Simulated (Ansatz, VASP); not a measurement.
One calculation of CdGa2, two programs

```
CELL_PARAMETERS angstrom
0.00000 3.90446 3.90446
3.90446 0.00000 3.90446
3.90446 3.90446 0.00000
ATOMIC_POSITIONS crystal
Cd 0.00000 0.00000 0.00000
Cd 0.25000 0.25000 0.25000
Ga 0.62500 0.62500 0.62500
Ga 0.12500 0.62500 0.62500
Ga 0.62500 0.62500 0.12500
Ga 0.62500 0.12500 0.62500
```

Alike in both runs: task relaxation of cell and atoms; functional PBE; k mesh 8 × 8 × 8; occupations gaussian, width 0.1 eV; no spin polarisation.

```csv
,VASP,Ansatz
version,VASP 6.6.1,Ansatz 0.2.0
potentials or method,"VASP PAW PBE potentials, release 64 (Cd, Ga_d), cutoff 600 eV","scalar-relativistic, plane waves, PAW"
valence electrons in the cell,76,92
```

|  | VASP | Ansatz | Ansatz less VASP |
| --- | --- | --- | --- |
| gap on the k mesh at the Fermi level, each at its own relaxed structure (eV) | none | none | - |
| relaxed volume (Å³/atom) | 21.30 | 21.26 | -0.043 |
| relaxed length of the cell vector where the two differ most in proportion (Å) | 5.654 | 5.650 | -0.0038 |

A gap of «none» marks a metal or a gap that the smearing closes. VASP's potentials hold 76 valence electrons a cell and Ansatz's 92, so a difference there can come from the potentials and not from the codes.
